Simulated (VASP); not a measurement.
# Ag3BrCl2 (P6/mmm) in VASP: a series of runs, part 2 of 2

VASP 6.6.1. The steps go on from the part before.

## 4. Single point, PBE

INCAR reads:

```
SYSTEM = Ag3BrCl2
PREC = Accurate
ENCUT = 520
EDIFF = 1E-7
ISMEAR = 0
SIGMA = 0.1
LREAL = .FALSE.
LASPH = .TRUE.
NELM = 100
ALGO = Normal
ISIF = 2
LWAVE = .FALSE.
LCHARG = .FALSE.
GGA = PE
NBANDS = 36
```

KPOINTS reads:

```
regular mesh
0
G
  6 6 10
  0 0 0
```

POSCAR reads:

```
Ag3BrCl2
1.0
    6.5089557221      0.0000000000      0.0000000000
   -3.2544778610      5.6369210074      0.0000000000
    0.0000000000      0.0000000000      3.9215156321
Ag Br Cl
3 1 2
Direct
    0.5000000000      0.0000000000      0.5000000000
    0.5000000000      0.5000000000      0.5000000000
    0.0000000000      0.5000000000      0.5000000000
    0.0000000000      0.0000000000      0.0000000000
    0.3333333333      0.6666666667      0.0000000000
    0.6666666667      0.3333333333      0.0000000000
```

Potentials or basis: VASP PAW PBE potentials, release 64 (Ag, Br, Cl).

Launch:

```
$ cat potpaw_PBE.64/Ag/POTCAR potpaw_PBE.64/Br/POTCAR potpaw_PBE.64/Cl/POTCAR > POTCAR
$ mpirun -np 1 vasp_std > vasp.out
```

OUTCAR:

```text
SYSTEM = Ag3BrCl2
   PREC = Accurate
   ENCUT = 520
   EDIFF = 1E-7
   ISMEAR = 0
   LREAL = .FALSE.
   LASPH = .TRUE.
   NELM = 100
   ISIF = 2
   GGA = PE

 ion  position               nearest neighbor table
   1  0.500  0.000  0.500-   5 2.72   6 2.72   5 2.72   6 2.72   2 3.25   2 3.25   3 3.25   3 3.25

   2  0.500  0.500  0.500-   5 2.72   6 2.72   5 2.72   6 2.72   1 3.25   1 3.25   3 3.25   3 3.25

   3  0.000  0.500  0.500-   5 2.72   6 2.72   5 2.72   6 2.72   1 3.25   1 3.25   2 3.25   2 3.25

   4  0.000  0.000  0.000-
   5  0.333  0.667  0.000-   1 2.72   1 2.72   3 2.72   3 2.72   2 2.72   2 2.72
   6  0.667  0.333  0.000-   1 2.72   1 2.72   3 2.72   3 2.72   2 2.72   2 2.72

  LATTYP: Found a hexagonal cell.
 ALAT       =     6.5089557221
 C/A-ratio  =     0.6024799983

  Lattice vectors:

 A1 = (   6.5089557221,   0.0000000000,   0.0000000000)
 A2 = (  -3.2544778610,   5.6369210074,   0.0000000000)
 A3 = (   0.0000000000,   0.0000000000,   3.9215156321)

Analysis of symmetry for initial positions (statically):
[... 185 lines left out ...]
 fundamental gap:      0.2902200251
 Fermi energy:         3.3052917715

 k-point     1 :       0.0000    0.0000    0.0000
  band No.  band energies     occupation
      1     -12.7396      2.00000
      2     -12.3618      2.00000
      3      -9.6679      2.00000
      4      -2.6617      2.00000
      5      -2.3480      2.00000
      6      -2.3480      2.00000
[... 925 lines left out ...]
     35      10.9096      0.00000
     36      11.1132      0.00000

 [... further k-points ...]

------------------------ aborting loop because EDIFF is reached ----------------------------------------

  FORCE on cell =-STRESS in cart. coord.  units (eV):
  Direction    XX          YY          ZZ          XY          YZ          ZX
  --------------------------------------------------------------------------------------
  -------------------------------------------------------------------------------------
  Total       -0.1018416     -0.1018416     -0.1348898     -0.0000000     -0.0000000      0.0000000
  in kB       -1.1340405     -1.1340405     -1.5020439     -0.0000000     -0.0000000      0.0000000
  external PRESSURE =      -1.2567083 kB  Pullay stress =       0.0000000 kB

 VOLUME and BASIS-vectors are now :
 -----------------------------------------------------------------------------
  energy-cutoff  :      520.00
  volume of cell :      143.88
      direct lattice vectors                 reciprocal lattice vectors
     6.508955722  0.000000000  0.000000000     0.153634476  0.088700906  0.000000000
    -3.254477861  5.636921007  0.000000000     0.000000000  0.177401812  0.000000000
     0.000000000  0.000000000  3.921515632     0.000000000  0.000000000  0.255003446

 POSITION                                       TOTAL-FORCE (eV/Angst)
 -----------------------------------------------------------------------------------
      3.25448      0.00000      1.96076        -0.000000      0.000000      0.000000
      1.62724      2.81846      1.96076        -0.000000      0.000000      0.000000
     -1.62724      2.81846      1.96076        -0.000000      0.000000      0.000000
      0.00000      0.00000      0.00000        -0.000000      0.000000      0.000000
     -0.00000      3.75795      0.00000        -0.000000      0.000000      0.000000
      3.25448      1.87897      0.00000         0.000000      0.000000     -0.000000
 -----------------------------------------------------------------------------------
    total drift:                               -0.000000      0.000000     -0.000000

  FREE ENERGIE OF THE ION-ELECTRON SYSTEM (eV)
  ---------------------------------------------------
  free  energy   TOTEN  =       -14.4988976243 eV

  energy  without entropy=      -14.4979222172  energy(sigma->0) =      -14.49840992
```

OSZICAR:

```text
N       E                     dE             d eps       ncg     rms          rms(c)
DAV:   1     0.349765796633E+03    0.34977E+03   -0.25657E+04  3024   0.137E+03
DAV:   2     0.634906739027E+01   -0.34342E+03   -0.32898E+03  3452   0.291E+02
DAV:   3    -0.154135465492E+02   -0.21763E+02   -0.21563E+02  3492   0.704E+01
DAV:   4    -0.157001831365E+02   -0.28664E+00   -0.28619E+00  3420   0.912E+00
DAV:   5    -0.157045501268E+02   -0.43670E-02   -0.43664E-02  3472   0.115E+00    0.103E+01
DAV:   6    -0.145850379048E+02    0.11195E+01   -0.18244E+00  3640   0.136E+01    0.744E+00
DAV:   7    -0.145210952645E+02    0.63943E-01   -0.13288E+00  3304   0.485E+00    0.371E+00
DAV:   8    -0.145027178470E+02    0.18377E-01   -0.15154E-01  3228   0.238E+00    0.100E+00
DAV:   9    -0.144984965262E+02    0.42213E-02   -0.22390E-02  3300   0.101E+00    0.252E-01
DAV:  10    -0.144987157013E+02   -0.21918E-03   -0.14909E-03  3392   0.192E-01    0.146E-01
DAV:  11    -0.144989557347E+02   -0.24003E-03   -0.11953E-03  3212   0.192E-01    0.545E-02
DAV:  12    -0.144988918132E+02    0.63921E-04   -0.31103E-04  3256   0.843E-02    0.187E-02
DAV:  13    -0.144988975725E+02   -0.57593E-05   -0.21505E-05  3260   0.198E-02    0.664E-03
DAV:  14    -0.144988976243E+02   -0.51786E-07   -0.77654E-07  3444   0.445E-03
   1 F= -.14498898E+02 E0= -.14498410E+02  d E =-.975407E-03
```

stdout:

```text
POSCAR found type information on POSCAR AgBrCl
 POSCAR found :  3 types and       6 ions
 scaLAPACK will be used
 LDA part: xc-table for (Slater+PW92), standard interpolation
 POSCAR, INCAR and KPOINTS ok, starting setup
 FFT: planning ... GRIDC
 FFT: planning ... GRID_SOFT
 FFT: planning ... GRID
 WAVECAR not read
 entering main loop
```

Run time: 2.9 min. Hardware: 1 thread of Intel Xeon Platinum 8124M at 3.00GHz (Skylake/Cascade Lake), shared host; peak memory 0.36 GiB.

What came out:

| Property | Result |
| --- | --- |
| Free energy | -14.4989 eV |
| Pressure | -0.1 GPa |
| Band gap on the k mesh | zero (bands 27 and 28 overlap by 0.05 eV) |

Levels at points of the mesh, in eV from the Fermi level:
```tsv
k point	band 25	band 26	band 27	band 28	band 29	band 30
(0.00, 0.00, 0.00)	-1.14	-0.39	-0.34	-0.17	3.43	4.84
(0.50, 0.00, 0.00)	-1.16	-0.83	-0.12	1.48	1.61	3.88
(0.00, 0.00, 0.50)	-1.17	-0.52	-0.52	2.77	2.77	3.51
(0.50, 0.00, 0.50)	-1.14	-0.86	-0.68	1.78	2.46	3.08
```
